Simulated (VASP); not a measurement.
# W (Im-3m) in VASP: notebook, part 2 of 2

VASP 6.6.1. The steps go on from the part before.

### 4 Single point, b88 exchange, pbe correlation (16.48 Å³/atom)

This run uses another cell than the first one, of 16.48 Å³/atom.

File INCAR:

```
PREC = Accurate ; ENCUT = 500
EDIFF = 1E-6 ; ISMEAR = 1
SIGMA = 0.01 ; LREAL = False
LASPH = True ; NELM = 120
ALGO = Normal ; ISIF = 2
LWAVE = False ; LCHARG = False
GGA = LIBXC ; LIBXC1 = GGA_X_B88
LIBXC2 = GGA_C_PBE ; NBANDS = 13
GGA_COMPAT = False
```

File KPOINTS:

```
Automatic mesh
0
Gamma
  12 12 12
```

File POSCAR:

```
W
1.0
   -1.6031677168      1.6031677168      1.6031677168
    1.6031677168     -1.6031677168      1.6031677168
    1.6031677168      1.6031677168     -1.6031677168
W
1
Direct
    0.0000000000      0.0000000000      0.0000000000
```

Potentials or basis: VASP PAW PBE potentials, release 64 (W_sv).

The run is started by

```
> cat potpaw_PBE.64/W_sv/POTCAR > POTCAR
> mpirun -np 1 vasp_std > vasp.out
```

OUTCAR:

```text
PREC = Accurate
   ENCUT = 500
   EDIFF = 1E-6
   ISMEAR = 1
   LREAL = False
   LASPH = True
   NELM = 120
   ISIF = 2
   GGA = LIBXC

 ion  position               nearest neighbor table
   1  0.000  0.000  0.000-

  LATTYP: Found a body centered cubic cell.
 ALAT       =     3.2063354336

  Lattice vectors:

 A1 = (  -1.6031677168,   1.6031677168,   1.6031677168)
 A2 = (   1.6031677168,  -1.6031677168,   1.6031677168)
 A3 = (   1.6031677168,   1.6031677168,  -1.6031677168)

Analysis of symmetry for initial positions (statically):
=====================================================================
 Subroutine PRICEL returns:
 Original cell was already a primitive cell.

 Routine SETGRP: Setting up the symmetry group for a
 body centered cubic supercell.

 Subroutine GETGRP returns: Found 48 space group operations
 (whereof 48 operations were pure point group operations)
 out of a pool of 48 trial point group operations.

The static configuration has the point symmetry O_h .

Analysis of symmetry for dynamics (positions and initial velocities):
=====================================================================
 Subroutine PRICEL returns:
 Original cell was already a primitive cell.

 Routine SETGRP: Setting up the symmetry group for a
 body centered cubic supercell.

 Subroutine GETGRP returns: Found 48 space group operations
 (whereof 48 operations were pure point group operations)
 out of a pool of 48 trial point group operations.

The dynamic configuration has the point symmetry O_h .

 Subroutine INISYM returns: Found 48 space group operations
 (whereof 48 operations are pure point group operations),
 and found     1 'primitive' translations

----------------------------------------------------------------------------------------

                                     Primitive cell

  volume of cell :      16.4815

  direct lattice vectors                    reciprocal lattice vectors
    -1.603167717  1.603167717  1.603167717     0.000000000  0.311882528  0.311882528
     1.603167717 -1.603167717  1.603167717     0.311882528  0.000000000  0.311882528
     1.603167717  1.603167717 -1.603167717     0.311882528  0.311882528  0.000000000
[... 113 lines left out ...]
 non-spin polarized calculation
 Methfessel and Paxton  Order N= 1 SIGMA  =   0.01
  energy-cutoff  :      500.00
  volume of cell :       16.48
 maximum number of plane-waves:       430
   NGX = 11   NGY = 11   NGZ = 11

 number of electron      13.9999997 magnetization

 Free energy of the ion-electron system (eV)
  ---------------------------------------------------
  ext. energy  EPLUGINS =         0.00000000
  ---------------------------------------------------
  free energy    TOTEN  =       -12.79869801 eV

  energy without entropy =      -12.79865886  energy(sigma->0) =      -12.79868496

 E-fermi :  10.7165     XC(G=0): -13.4358

 val. band max:       10.7165356395   @ k =  -0.2500   0.3333   0.1667
 cond. band min:      10.7483124473   @ k =  -0.1667   0.1667   0.0833
 fundamental gap:      0.0317768078
 Fermi energy:        10.7165360344

 k-point     1 :       0.0000    0.0000    0.0000
  band No.  band energies     occupation
      1     -63.4395      2.00000
      2     -27.0486      2.00000
      3     -27.0486      2.00000
      4     -27.0486      2.00000
      5       1.4494      2.00000
      6       9.6488      2.00000
      7       9.6488      2.00000
      8       9.6488      2.00000
      9      12.9883      0.00000
     10      12.9883      0.00000
     11      25.3184      0.00000
     12      25.3184      0.00000
     13      25.3184      0.00000
[... 354 lines left out ...]
  band No.  band energies     occupation
      1     -63.3252      2.00000
      2     -28.1024      2.00000
      3     -27.4692      2.00000
      4     -27.1289      2.00000
      5       5.4538      2.00000
      6       7.3974      2.00000
      7      10.5205      2.00000
      8      13.0879      0.00000
      9      13.8163      0.00000
     10      17.8673      0.00000
     11      20.2130      0.00000
     12      22.9382      0.00000
     13      26.2899      0.00000

 [... further k-points ...]

------------------------ aborting loop because EDIFF is reached ----------------------------------------

  FORCE on cell =-STRESS in cart. coord.  units (eV):
  Direction    XX          YY          ZZ          XY          YZ          ZX
  --------------------------------------------------------------------------------------
  -------------------------------------------------------------------------------------
  Total       -0.5779418     -0.5779418     -0.5779418     -0.0000000      0.0000000     -0.0000000
  in kB      -56.1820812    -56.1820812    -56.1820812     -0.0000000      0.0000000     -0.0000000
  external PRESSURE =     -56.1820812 kB  Pullay stress =       0.0000000 kB

 VOLUME and BASIS-vectors are now :
 -----------------------------------------------------------------------------
  energy-cutoff  :      500.00
  volume of cell :       16.48
      direct lattice vectors                 reciprocal lattice vectors
    -1.603167717  1.603167717  1.603167717     0.000000000  0.311882528  0.311882528
     1.603167717 -1.603167717  1.603167717     0.311882528  0.000000000  0.311882528
     1.603167717  1.603167717 -1.603167717     0.311882528  0.311882528  0.000000000

 POSITION                                       TOTAL-FORCE (eV/Angst)
 -----------------------------------------------------------------------------------
      0.00000      0.00000      0.00000         0.000000      0.000000     -0.000000
 -----------------------------------------------------------------------------------
    total drift:                                0.000000      0.000000      0.000000

  FREE ENERGIE OF THE ION-ELECTRON SYSTEM (eV)
  ---------------------------------------------------
  free  energy   TOTEN  =       -12.7986980089 eV

  energy  without entropy=      -12.7986588600  energy(sigma->0) =      -12.79868496
```

It took 7.5 s on 1 thread of Intel Xeon Platinum 8488C (Sapphire Rapids), shared host; peak memory 0.13 GiB.

Results:

```yaml
Free_energy: -12.7987 eV
Pressure: -5.6 GPa
Band_gap_on_the_k_mesh: zero (bands 7 and 8 overlap by 6.05 eV)
```

Caveat: the cell stands under tension; the PAW data sets were made with another functional, which shifts forces and pressure a little; spin-orbit coupling is left out, which moves the levels of the heavy elements.

### 5 Single point, b88 exchange, pbe correlation (16.80 Å³/atom)

This run uses another cell than the first one, of 16.80 Å³/atom.

File INCAR:

```
PREC = Accurate
ENCUT = 500
EDIFF = 1E-6
ISMEAR = 1
SIGMA = 0.01
LREAL = F
LASPH = T
NELM = 120
ALGO = Normal
ISIF = 2
LWAVE = F
LCHARG = F
GGA = LIBXC
LIBXC1 = GGA_X_B88
LIBXC2 = GGA_C_PBE
NBANDS = 13
GGA_COMPAT = F
```

File KPOINTS:

```
regular mesh
0
Gamma
  12 12 12
```

File POSCAR:

```
W
1.0
   -1.6133792515      1.6133792515      1.6133792515
    1.6133792515     -1.6133792515      1.6133792515
    1.6133792515      1.6133792515     -1.6133792515
W
1
Direct
    0.0000000000      0.0000000000      0.0000000000
```

The run is started by

```
> cat potpaw_PBE.64/W_sv/POTCAR > POTCAR
> mpirun -np 1 vasp_std > vasp.out
```

Run time: 7.2 s. Hardware: 1 thread of Intel Xeon Platinum 8488C (Sapphire Rapids), shared host; peak memory 0.13 GiB.

It converged, with:

* Free energy: -12.7825 eV
* Pressure: -10.8 GPa
* Band gap on the k mesh: zero (bands 7 and 8 overlap by 5.88 eV)

Levels at points of the mesh, in eV from the Fermi level:
```
           k point  band 5  band 6  band 7  band 8  band 9  band 10
(0.00, 0.00, 0.00)   -9.17   -1.04   -1.04   -1.04    2.22     2.22
(0.50, 0.00, 0.00)   -5.78   -3.19    0.66    2.07    2.98     5.73
(0.50, 0.50, 0.50)   -5.25   -5.25    4.84    4.84    4.84     7.94
```

Caveat: the cell stands under tension; the PAW data sets were made with another functional, which shifts forces and pressure a little; spin-orbit coupling is left out, which moves the levels of the heavy elements.

### 6 Overview

```csv
cell,gap on the mesh (eV),pressure (GPa)
"a = 2.741 Å, angles 109.5°, 1 atom",none,6.1
"a = 2.759 Å, angles 109.5°, 1 atom",none,0.2
"a = 2.777 Å, angles 109.5°, 1 atom",none,-5.6
"a = 2.794 Å, angles 109.5°, 1 atom",none,-10.8
```

Alike in all rows: task single point; level b88 exchange, pbe correlation; potentials or basis VASP PAW PBE potentials, release 64 (W_sv); no spin polarisation; k mesh 12 × 12 × 12; cutoff (eV) 500; smearing methfessel-paxton 0.01 eV.

Caveats: the PAW data sets were made with another functional, which shifts forces and pressure a little; spin-orbit coupling is left out, which moves the levels of the heavy elements; the cell stands under tension (at least some runs); the cell stands under pressure (at least some runs).

Absolute energies hang on the potentials; compare differences alone.
